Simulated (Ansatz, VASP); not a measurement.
**Os: VASP beside Ansatz**

```
Os
1.0
     2.75426    0.00000    0.00000
    -1.37713    2.38526    0.00000
     0.00000    0.00000    4.34754
Os
2
Direct
  0.33333 0.66667 0.25000
  0.66667 0.33333 0.75000
```

Alike in both runs: functional PBE; k mesh 9 × 9 × 4; occupations gaussian, width 0.1 eV; no spin polarisation.

Ansatz relaxed the structure, and its values are those at the end. VASP's run is a single point on that final structure, the one shown.

```csv
,VASP,Ansatz
version,VASP 6.6.1,Ansatz 0.2.0
potentials or method,"VASP PAW PBE potentials, release 64 (Os), cutoff 520 eV","scalar-relativistic, plane waves, PAW"
valence electrons in the cell,16,32
```

```csv
,VASP,Ansatz,Ansatz less VASP
gap on the k mesh at the Fermi level (eV),none,none,-
pressure (GPa),-0.4,-0.2,+0.23
```

A gap of «none» marks a metal or a gap that the smearing closes. VASP's potentials hold 16 valence electrons a cell and Ansatz's 32, so a difference there can come from the potentials and not from the codes.

The k mesh is coarse, so the values compare programs but aren't converged. Spin-orbit coupling is off throughout.
